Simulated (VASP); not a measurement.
Write the native input for VASP 6.6.1 that does the following.

```
Task                   : single point
Functional             : LDA
Potentials or basis    : VASP PAW LDA potentials, release 64 (Sc_sv, Si, Ni)
Cutoff                 : 520 eV
k mesh                 : 14 × 14 × 14
Occupations            : gaussian, width 0.1 eV
Spin                   : no spin polarisation
Dipole correction      : no
Further INCAR settings : ALGO = Fast; EDIFF = 1e-06; NBANDS = 28
```

The structure of ScSi2Ni2 lies in POSCAR:

```
ScSi2Ni2
1.0
   -1.8679406348      1.8679406348      4.7180207429
    1.8679406348     -1.8679406348      4.7180207429
    1.8679406348      1.8679406348     -4.7180207429
Sc Si Ni
1 2 2
Direct
    0.0000000000      0.0000000000      0.0000000000
    0.3785722626      0.3785722626      0.0000000000
    0.6214277374      0.6214277374      0.0000000000
    0.7500000000      0.2500000000      0.5000000000
    0.2500000000      0.7500000000      0.5000000000
```

The input as run:

INCAR

```
SYSTEM = ScSi2Ni2
ALGO     = Fast           ! electronic algorithm
EDIFF    = 1E-6           ! SCF threshold, eV
ENCUT    = 520            ! plane-wave cutoff, eV
ISIF     = 2              ! what is computed and relaxed
ISMEAR   = 0              ! smearing method
LASPH    = .True.         ! aspherical terms in the spheres
LCHARG   = .False.        ! write CHGCAR
LREAL    = .False.        ! projectors in reciprocal space
LWAVE    = .False.        ! write WAVECAR
NBANDS   = 28             ! bands
NELM     = 80             ! most SCF steps
PREC     = Accurate       ! precision mode
SIGMA    = 0.1            ! smearing width, eV
```

KPOINTS

```
k-points
0
Gamma
  14 14 14
  0 0 0
```

Potentials or basis: VASP PAW LDA potentials, release 64 (Sc_sv, Si, Ni).

Command:

```sh
$ cat potpaw_LDA.64/Sc_sv/POTCAR potpaw_LDA.64/Si/POTCAR potpaw_LDA.64/Ni/POTCAR > POTCAR
$ mpirun -np 1 vasp_std > vasp.out
```

Results of the run:

| Quantity | Value |
| --- | --- |
| Pressure | 0.3 GPa |
| Largest force | 0.020 eV/Å |
| Band gap on the k mesh | zero (an odd number of electrons rules out a gap without spin polarisation) |

Run time: 40 min on 1 thread of Intel(R) Xeon(R) Platinum 8259CL CPU @ 2.50GHz (Skylake/Cascade Lake), on a shared host, peak memory 0.53 GiB.
